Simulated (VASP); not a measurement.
Wanted: the native input for a VASP 6.6.1 run.

```yaml
Task: single point
Functional: r2SCAN
Potentials_or_basis: VASP PAW PBE potentials, release 64 (Re)
Cutoff: 520 eV
k_mesh: 10 × 10 × 6
Occupations: methfessel-paxton, width 0.05 eV
Spin: no spin polarisation
Dipole_correction: no
Further_INCAR_settings: ALGO = Normal; EDIFF = 1e-06; NBANDS = 14
```

Re:

```xyz
2
Lattice="2.7504 0.0000 0.0000 -1.3752 2.3819 0.0000 0.0000 0.0000 4.4384" Properties=species:S:1:pos:R:3 pbc="T T T"
Re    0.0000    1.5880    1.1096
Re    1.3752    0.7940    3.3288
```

The input as run:

POSCAR

```
Re
1.0
    2.7504128176      0.0000000000      0.0000000000
   -1.3752064088      2.3819273709      0.0000000000
    0.0000000000      0.0000000000      4.4384494156
Re
2
Direct
    0.3333333333      0.6666666667      0.2500000000
    0.6666666667      0.3333333333      0.7500000000
```

INCAR.step1

```
ALGO = Normal
EDIFF = 1E-4
ENCUT = 520
GGA = PE
ISMEAR = 1
LASPH = T
LCHARG = F
LREAL = F
LWAVE = T
NBANDS = 14
NELM = 100
PREC = Accurate
SIGMA = 0.05
```

INCAR.step2

```
ALGO = Normal
EDIFF = 1E-6
ENCUT = 520
ISIF = 2
ISMEAR = 1
ISTART = 1
LASPH = T
LCHARG = F
LMIXTAU = T
LREAL = F
LWAVE = F
METAGGA = R2SCAN
NBANDS = 14
NELM = 100
PREC = Accurate
SIGMA = 0.05
```

KPOINTS

```
k-points
0
Gamma
  10 10 6
```

Potentials or basis: VASP PAW PBE potentials, release 64 (Re).

The run is started by

```sh
$ cat potpaw_PBE.64/Re/POTCAR > POTCAR
$ cp INCAR.step1 INCAR
$ mpirun -np 1 vasp_std > vasp.out
$ cp INCAR.step2 INCAR
$ mpirun -np 1 vasp_std > vasp.out
```

Results of the run:

* Pressure: 4.2 GPa
* Band gap on the k mesh: zero (band 7 reaches 9.48 eV, above the bottom of band 8 at 6.04 eV)

Caveat: the PAW data sets were made with another functional, which shifts forces and pressure a little; spin-orbit coupling is left out, which moves the levels of the heavy elements.

Run time: 38 s on 1 thread of Intel(R) Xeon(R) 6975P-C (Granite Rapids) (shared host), peak memory 0.15 GiB.
